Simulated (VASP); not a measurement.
PtS2, 3 atoms in the cell. The cell holds a slab with vacuum, 3 atoms: a = 3.400 Å, b = 3.400 Å, c = 30.825 Å, α = 90.00°, β = 90.00°, γ = 120.00°. 

```yaml
Program: VASP 6.6.1
Task: single point
Functional: PBE
Dispersion: D3(BJ)
Potentials_or_basis: VASP PAW PBE potentials, release 64 (S, Pt)
Cutoff: 520 eV
k_mesh: 9 × 9 × 1
Occupations: gaussian, width 0.02 eV
Spin: no spin polarisation
Dipole_correction: yes
Further_INCAR_settings: ALGO = Normal; EDIFF = 1e-06; NBANDS = 18
```

Potentials or basis: VASP PAW PBE potentials, release 64 (S, Pt).

Run with:

```sh
$ cat potpaw_PBE.64/S/POTCAR potpaw_PBE.64/Pt/POTCAR > POTCAR
$ mpirun -np 1 vasp_std > vasp.out
```

Hardware: 1 thread of Intel Xeon 8259CL, with other jobs on the host.

Question: How long does it take, and how much memory?

Answer: It took 4.1 min on 1 thread of Intel Xeon 8259CL (shared host), peak memory 0.48 GiB. Counts: scf iterations 22, k points 12.
